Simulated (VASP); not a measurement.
# SnO2 in VASP: notebook

Runs on SnO2. Level: r2SCAN. Tasks: single point.

Program: VASP 6.6.1. These are calculated values, not measurements. Logs are shortened: lines on timing, memory, paths and dates and some standing lists are left out, and cuts for length are marked.

### 1 The cell of the first run

The typed cell holds 12 atoms: a = 5.736 Å, b = 5.736 Å, c = 5.736 Å, α = 112.16°, β = 108.14°, γ = 108.14°.

### 2 Single point, r2SCAN

POSCAR

```
SnO2
1.0
   -3.2005643802      3.3655203064      3.3655269320
    3.2005643802     -3.3655203064      3.3655269320
    3.2005643802      3.3655203064     -3.3655269320
Sn O
4 8
Direct
    0.9999687495      0.2499687495      0.7500000000
    0.0000312505      0.7500312505      0.2500000000
    0.5000000000      0.5000000000      0.5000000000
    0.5000000000      0.0000000000      0.0000000000
    0.1941002000      0.1941267384      0.5000265383
    0.6941449705      0.7500445674      0.9441004030
    0.1941002000      0.6940736617      0.9999734617
    0.3059441644      0.7500445674      0.5558995970
    0.6940558356      0.2499554326      0.4441004030
    0.3058550295      0.2499554326      0.0558995970
    0.8058998000      0.3059263383      0.0000265383
    0.8058998000      0.8058732616      0.4999734617
```

INCAR.step1

```
SYSTEM = SnO2
PREC = Accurate
ENCUT = 520
ISMEAR = 0
SIGMA = 0.02
LREAL = .False.
LASPH = .True.
NELM = 60
NBANDS = 64
GGA = PE
ALGO = Normal
EDIFF = 1E-4
LWAVE = .True.
LCHARG = .False.
```

INCAR.step2

```
SYSTEM = SnO2
PREC = Accurate
ENCUT = 520
EDIFF = 1E-6
ISMEAR = 0
SIGMA = 0.02
LREAL = .False.
LASPH = .True.
NELM = 60
ALGO = Normal
ISIF = 2
LWAVE = .False.
LCHARG = .False.
METAGGA = R2SCAN
LMIXTAU = .True.
NBANDS = 64
ISTART = 1
```

KPOINTS

```
Automatic mesh
0
Gamma
  6 6 6
  0 0 0
```

Potentials or basis: VASP PAW PBE potentials, release 64 (Sn_d, O).

The run is started by

```
> cat potpaw_PBE.64/Sn_d/POTCAR potpaw_PBE.64/O/POTCAR > POTCAR
> cp INCAR.step1 INCAR
> mpirun -np 1 vasp_std > vasp.out
> cp INCAR.step2 INCAR
> mpirun -np 1 vasp_std > vasp.out
```

OUTCAR:

```text
SYSTEM = SnO2
   PREC = Accurate
   ENCUT = 520
   EDIFF = 1E-6
   ISMEAR = 0
   LREAL = .False.
   LASPH = .True.
   NELM = 60
   ISIF = 2
   METAGGA = R2SCAN
   ISTART = 1

 ion  position               nearest neighbor table
   1  1.000  0.250  0.750-  10 2.06   9 2.06  11 2.07  12 2.07   5 2.07   7 2.07   2 3.20   2 3.20
                             4 3.73   3 3.73   3 3.73   3 3.73   4 3.73   4 3.73   3 3.73   4 3.73
   2  0.000  0.750  0.250-   6 2.06   8 2.06   7 2.07   5 2.07  12 2.07  11 2.07   1 3.20   1 3.20
                             4 3.73   3 3.73   3 3.73   3 3.73   4 3.73   4 3.73   3 3.73   4 3.73
   3  0.500  0.500  0.500-   5 2.06  12 2.06  10 2.07   6 2.07   8 2.07   9 2.07   4 3.20   4 3.20
                             2 3.73   1 3.73   2 3.73   1 3.73   2 3.73   1 3.73   1 3.73   2 3.73
   4  0.500  0.000  0.000-   7 2.06  11 2.06   9 2.07   8 2.07  10 2.07   6 2.07   3 3.20   3 3.20
                             1 3.73   2 3.73   2 3.73   2 3.73   1 3.73   1 3.73   2 3.73   1 3.73
   5  0.194  0.194  0.500-   3 2.06   2 2.07   1 2.07
   6  0.694  0.750  0.944-   2 2.06   3 2.07   4 2.07
   7  0.194  0.694  1.000-   4 2.06   2 2.07   1 2.07
   8  0.306  0.750  0.556-   2 2.06   3 2.07   4 2.07
   9  0.694  0.250  0.444-   1 2.06   3 2.07   4 2.07
  10  0.306  0.250  0.056-   1 2.06   3 2.07   4 2.07
  11  0.806  0.306  0.000-   4 2.06   1 2.07   2 2.07
  12  0.806  0.806  0.500-   3 2.06   1 2.07   2 2.07

  LATTYP: Found a body centered tetragonal cell.
 ALAT       =     6.7310406128
 C/A-ratio  =     0.9509865010

  Lattice vectors:

 A1 = (  -3.2005643802,   3.3655203064,  -3.3655269320)
 A2 = (  -3.2005643802,  -3.3655203064,   3.3655269320)
 A3 = (   3.2005643802,   3.3655203064,   3.3655269320)

Analysis of symmetry for initial positions (statically):
=====================================================================
 Subroutine PRICEL returns:
 Original cell was already a primitive cell.

 Routine SETGRP: Setting up the symmetry group for a
 body centered tetragonal supercell.

 Subroutine GETGRP returns: Found  8 space group operations
 (whereof  4 operations were pure point group operations)
 out of a pool of 16 trial point group operations.

The static configuration has the point symmetry C_2h.
 The point group associated with its full space group is D_2h.

Analysis of symmetry for dynamics (positions and initial velocities):
=====================================================================
 Subroutine PRICEL returns:
 Original cell was already a primitive cell.

 Routine SETGRP: Setting up the symmetry group for a
 body centered tetragonal supercell.

 Subroutine GETGRP returns: Found  8 space group operations
 (whereof  4 operations were pure point group operations)
 out of a pool of 16 trial point group operations.

The dynamic configuration has the point symmetry C_2h.
 The point group associated with its full space group is D_2h.

 Subroutine INISYM returns: Found  8 space group operations
 (whereof  4 operations are pure point group operations),
 and found     1 'primitive' translations

----------------------------------------------------------------------------------------

                                     Primitive cell

  volume of cell :     145.0080

  direct lattice vectors                    reciprocal lattice vectors
    -3.200564380  3.365520306  3.365526932     0.000000000  0.148565438  0.148565146
     3.200564380 -3.365520306  3.365526932     0.156222447  0.000000000  0.148565146
     3.200564380  3.365520306 -3.365526932     0.156222447  0.148565438  0.000000000

  length of vectors
     5.735600301  5.735600301  5.735600301     0.210103051  0.215585379  0.215585581

  position of ions in fractional coordinates (direct lattice)
     0.999968749  0.249968749  0.750000000
     0.000031251  0.750031251  0.250000000
     0.500000000  0.500000000  0.500000000
     0.500000000  1.000000000  0.000000000
     0.194100200  0.194126738  0.500026538
     0.694144970  0.750044567  0.944100403
     0.194100200  0.694073662  0.999973462
     0.305944164  0.750044567  0.555899597
     0.694055836  0.249955433  0.444100403
     0.305855030  0.249955433  0.055899597
     0.805899800  0.305926338  0.000026538
     0.805899800  0.805873262  0.499973462

  ion indices of the primitive-cell ions
   primitive index   ion index
                 1           1
                 2           2
                 3           3
                 4           4
                 5           5
                 6           6
                 7           7
                 8           8
                 9           9
                10          10
                11          11
                12          12

----------------------------------------------------------------------------------------

 KPOINTS: Automatic mesh

Automatic generation of k-mesh.
 Grid dimensions read from file:
 generate k-points for:    6    6    6

 Generating k-lattice:

  Cartesian coordinates                     Fractional coordinates (reciprocal lattice)
     0.000000000  0.024760906  0.024760858     0.166666667 -0.000000000  0.000000000
     0.026037075  0.000000000  0.024760858    -0.000000000  0.166666667  0.000000000
     0.026037075  0.024760906  0.000000000     0.000000000  0.000000000  0.166666667

  Length of vectors
     0.035017175  0.035930896  0.035930930

  Shift w.r.t. Gamma in fractional coordinates (k-lattice)
     0.000000000  0.000000000  0.000000000

 Subroutine IBZKPT returns following result:
 ===========================================

 Found     46 irreducible k-points:

 Following reciprocal coordinates:
            Coordinates               Weight
  0.000000  0.000000  0.000000      1.000000
  0.166667  0.000000  0.000000      4.000000
  0.333333 -0.000000  0.000000      4.000000
  0.500000  0.000000  0.000000      2.000000
 -0.000000  0.166667  0.000000      4.000000
 -0.166667  0.166667  0.000000      4.000000
[... 16 lines left out ...]
 -0.166667  0.166667  0.166667      2.000000
  0.166667  0.333333  0.166667      4.000000
 [... further k-points ...]
   k-points           NKPTS =     46   k-points in BZ     NKDIM =     46   number of bands    NBANDS=     64
   number of dos      NEDOS =    301   number of ions     NIONS =     12
   total plane-waves  NPLWV = 110592
   dimension x,y,z NGX =    48 NGY =   48 NGZ =   48
   dimension x,y,z NGXF=    96 NGYF=   96 NGZF=   96
   ions per type =               4   8
   NGX,Y,Z   is equivalent  to a cutoff of  13.91, 13.91, 13.91 a.u.
   NGXF,Y,Z  is equivalent  to a cutoff of  27.83, 27.83, 27.83 a.u.
 SYSTEM =  SnO2
   PREC   = accura    normal or accurate (medium, high low for compatibility)
   ISTART =      1    job   : 0-new  1-cont  2-samecut
   ICHARG =      0    charge: 1-file 2-atom 10-const
   ISPIN  =      1    spin polarized calculation?
   LNONCOLLINEAR =      F non collinear calculations
   LSORBIT =      F    spin-orbit coupling
   LASPH  =      T    aspherical Exc in radial PAW
   ENCUT  =  520.0 eV  38.22 Ry    6.18 a.u.  10.66 10.66 10.66*2*pi/ulx,y,z
   NELM   =     60;   NELMIN=  2; NELMDL=  0     # of ELM steps
   EDIFF  = 0.1E-05   stopping-criterion for ELM
   LREAL  =      F    real-space projection
   EDIFFG = 0.1E-04   stopping-criterion for IOM
   NSW    =      0    number of steps for IOM
   IBRION =     -1    ionic relax: 0-MD 1-quasi-New 2-CG
   NFREE  =      0    steps in history (QN), initial steepest desc. (CG)
   ISIF   =      2    stress and relaxation
   ISYM   =      2    0-nonsym 1-usesym 2-fastsym
   POTIM  = 0.5000    time-step for ionic-motion
   TEBEG  =    0.0;   TEEND  =   0.0 temperature during run
   PSTRESS=    0.0 pullay stress
   NELECT =     104.0000    total number of electrons
   NUPDOWN=      -1.0000    fix difference up-down
   EMIN   =  10.00;   EMAX   =-10.00  energy-range for DOS
   EFERMI =   0.00;   METHOD = LEGACY
   ISMEAR =     0;   SIGMA  =   0.02  broadening in eV -4-tet -1-fermi 0-gaus
   EFERMI_NEDOS =   21; number of points for ismear=-14 and -15
   IALGO  =     38    algorithm
   IMIX   =      4    mixing-type and parameters
     AMIX     =   0.40;   BMIX     =  1.00
     AMIX_MAG =   1.60;   BMIX_MAG =  1.00
  volume/ion in A,a.u.               =      12.08        81.55
  Fermi-wavevector in a.u.,A,eV,Ry     =   1.465397  2.769199 29.216997  2.147389
  Thomas-Fermi vector in A             =   2.581259
   LORBIT       =      0    0 simple, 1 ext, 2 COOP (PROOUT), +10 PAW based schemes
   METAGGA = R2SCAN    functional components
   LHFCALC =     F    Hartree Fock is set to
   AEXX    =    0.0000 exact exchange contribution
   IVDW    =     0    specifies the selected vdW correction
   LEPSILON=     F    determine dielectric tensor
   LRPA    =     F    only Hartree local field effects (RPA)
 non-spin polarized calculation
 Gauss-broadening in eV      SIGMA  =   0.02
  energy-cutoff  :      520.00
  volume of cell :      145.01
 maximum number of plane-waves:      3939
 NGX is ok and might be reduce to    48
   NGX = 21   NGY = 21   NGZ = 21

 number of electron     103.9999997 magnetization

 Free energy of the ion-electron system (eV)
  ---------------------------------------------------
  ext. energy  EPLUGINS =         0.00000000
  ---------------------------------------------------
  free energy    TOTEN  =      -169.25972653 eV

  energy without entropy =     -169.25972653  energy(sigma->0) =     -169.25972653

 E-fermi :   5.7311     XC(G=0): -11.9707

 val. band max:        5.5601203210   @ k =   0.0000   0.0000   0.0000
 cond. band min:       7.3567695110   @ k =   0.0000   0.0000   0.0000
 fundamental gap:      1.7966491900
 Fermi energy:         5.7310735164

 k-point     1 :       0.0000    0.0000    0.0000
  band No.  band energies     occupation
      1     -16.1774      2.00000
      2     -15.9065      2.00000
      3     -15.9065      2.00000
      4     -15.3858      2.00000
      5     -15.3858      2.00000
      6     -15.2636      2.00000
[... 1597 lines left out ...]
     63      16.4321      0.00000
     64      16.4325      0.00000

 [... further k-points ...]

------------------------ aborting loop because EDIFF is reached ----------------------------------------

  FORCE on cell =-STRESS in cart. coord.  units (eV):
  Direction    XX          YY          ZZ          XY          YZ          ZX
  --------------------------------------------------------------------------------------
  -------------------------------------------------------------------------------------
  Total        1.3480955      0.8704732      0.8697330      0.0000000      0.0000000      0.0000000
  in kB       14.8949614      9.6177645      9.6095864      0.0000000      0.0000000      0.0000000
  external PRESSURE =      11.3741041 kB  Pullay stress =       0.0000000 kB

 VOLUME and BASIS-vectors are now :
 -----------------------------------------------------------------------------
  energy-cutoff  :      520.00
  volume of cell :      145.01
      direct lattice vectors                 reciprocal lattice vectors
    -3.200564380  3.365520306  3.365526932     0.000000000  0.148565438  0.148565146
     3.200564380 -3.365520306  3.365526932     0.156222447  0.000000000  0.148565146
     3.200564380  3.365520306 -3.365526932     0.156222447  0.148565438  0.000000000

 POSITION                                       TOTAL-FORCE (eV/Angst)
 -----------------------------------------------------------------------------------
      0.00000      5.04828      1.68255        -0.000000     -0.000000      0.000323
      3.20056     -1.68276      1.68297        -0.000000     -0.000000     -0.000323
      1.60028      1.68276      1.68276        -0.000000     -0.000000      0.000000
     -1.60028      1.68276      1.68276        -0.000000     -0.000000      0.000000
      1.60045      1.68276     -0.37626        -0.000255     -0.000000      0.027865
      3.20056      2.98926      1.68306        -0.000000      0.027813     -0.000535
      4.80068      1.68276     -0.37626         0.000255      0.000000      0.027865
      3.20056      0.37626      1.68306        -0.000000     -0.027813     -0.000535
      0.00000      2.98926      1.68246        -0.000000      0.027813      0.000535
      0.00000      0.37626      1.68246         0.000000     -0.027813      0.000535
     -1.60011      1.68276      3.74179        -0.000255     -0.000000     -0.027865
      1.60011      1.68276      3.74179         0.000255     -0.000000     -0.027865
 -----------------------------------------------------------------------------------
    total drift:                                0.000000     -0.000000     -0.000000

  FREE ENERGIE OF THE ION-ELECTRON SYSTEM (eV)
  ---------------------------------------------------
  free  energy   TOTEN  =      -169.2597265264 eV

  energy  without entropy=     -169.2597265264  energy(sigma->0) =     -169.25972653
```

Run time: 22 min. Hardware: 1 thread of AMD EPYC 9R45 (Zen 5), shared host; peak memory 0.52 GiB.

Results:

| Quantity | Value |
| --- | --- |
| Free energy | -169.2597 eV |
| Pressure | 1.1 GPa |
| Largest force | 0.028 eV/Å |
| Band gap on the k mesh | 1.80 eV |

Forces on the atoms (eV/Å):
```
Sn   0.000  0.000  0.000
Sn   0.000  0.000  0.000
Sn   0.000  0.000  0.000
Sn   0.000  0.000  0.000
O    0.000  0.000  0.028
O    0.000  0.028 -0.001
O    0.000  0.000  0.028
O    0.000 -0.028 -0.001
O    0.000  0.028  0.001
O    0.000 -0.028  0.001
O    0.000  0.000 -0.028
O    0.000  0.000 -0.028
```

Caveat: the PAW data sets were made with another functional, which shifts forces and pressure a little; spin-orbit coupling is left out, which moves the levels of the heavy elements.

### 3 Single point, r2SCAN (10.63 Å³/atom)

This run uses another cell than the first one, of 10.63 Å³/atom.

POSCAR

```
SnO2
1.0
   -3.1216085568      3.1968193175      3.1968193175
    3.1216085568     -3.1968193175      3.1968193175
    3.1216085568      3.1968193175     -3.1968193175
Sn O
4 8
Direct
    1.0000000000      0.2500000000      0.7500000000
    0.0000000000      0.7500000000      0.2500000000
    0.5000000000      0.5000000000      0.5000000000
    0.5000000000      0.0000000000      0.0000000000
    0.1950941198      0.1950941198      0.5000000000
    0.6950941198      0.7500000000      0.9450941198
    0.1950941198      0.6950941198      1.0000000000
    0.3049058802      0.7500000000      0.5549058802
    0.6950941198      0.2500000000      0.4450941198
    0.3049058802      0.2500000000      0.0549058802
    0.8049058802      0.3049058802      0.0000000000
    0.8049058802      0.8049058802      0.5000000000
```

INCAR.step1

```
SYSTEM = SnO2
ALGO = Normal
EDIFF = 1E-4
ENCUT = 520
GGA = PE
ISMEAR = 0
LASPH = .True.
LCHARG = .False.
LREAL = .False.
LWAVE = .True.
NBANDS = 64
NELM = 60
PREC = Accurate
SIGMA = 0.02
```

INCAR.step2

```
SYSTEM = SnO2
ALGO = Normal
EDIFF = 1E-7
ENCUT = 520
ISIF = 2
ISMEAR = 0
ISTART = 1
LASPH = .True.
LCHARG = .False.
LMIXTAU = .True.
LREAL = .False.
LWAVE = .False.
METAGGA = R2SCAN
NBANDS = 64
NELM = 60
PREC = Accurate
SIGMA = 0.02
```

KPOINTS

```
k-points
0
Gamma
  6 6 6
  0 0 0
```

Potentials or basis: VASP PAW PBE potentials, release 64 (Sn_d, O).

The run is started by

```
> cat potpaw_PBE.64/Sn_d/POTCAR potpaw_PBE.64/O/POTCAR > POTCAR
> cp INCAR.step1 INCAR
> mpirun -np 1 vasp_std > vasp.out
> cp INCAR.step2 INCAR
> mpirun -np 1 vasp_std > vasp.out
```

Wall time 25 min (1 thread of Oxide Virtual Turin-like, shared host); peak memory 0.35 GiB.

The run converged. Its results:

```yaml
Free_energy: -167.3581 eV
Pressure: 37.6 GPa
Largest_force: 0.013 eV/Å
Band_gap_on_the_k_mesh: 3.37 eV
```

Forces on the atoms (eV/Å):
```
Sn   0.000  0.000  0.000
Sn   0.000  0.000  0.000
Sn   0.000  0.000  0.000
Sn   0.000  0.000  0.000
O    0.000  0.000  0.013
O    0.000  0.013  0.000
O    0.000  0.000  0.013
O    0.000 -0.013  0.000
O    0.000  0.013  0.000
O    0.000 -0.013  0.000
O    0.000  0.000 -0.013
O    0.000  0.000 -0.013
```

Stress tensor (GPa, compression positive):
```
37.94  0.00  0.00
 0.00 37.46  0.00
 0.00  0.00 37.46
```

Levels at points of the mesh, in eV from the valence-band top:
```tsv
k point	band 50	band 51	band 52	band 53	band 54	band 55
(0.00, 0.00, 0.00)	-0.86	-0.86	0.00	3.37	7.02	7.02
(0.50, 0.00, 0.00)	-0.65	-0.45	-0.45	6.53	6.53	8.45
(0.00, 0.50, 0.00)	-0.84	-0.57	-0.57	6.76	6.76	8.47
(0.50, 0.50, 0.50)	-1.29	-0.99	-0.99	6.99	6.99	8.55
```

Caveat: the cell stands under pressure; the PAW data sets were made with another functional, which shifts forces and pressure a little; spin-orbit coupling is left out, which moves the levels of the heavy elements.

(Part 1 of 2 ends here.)
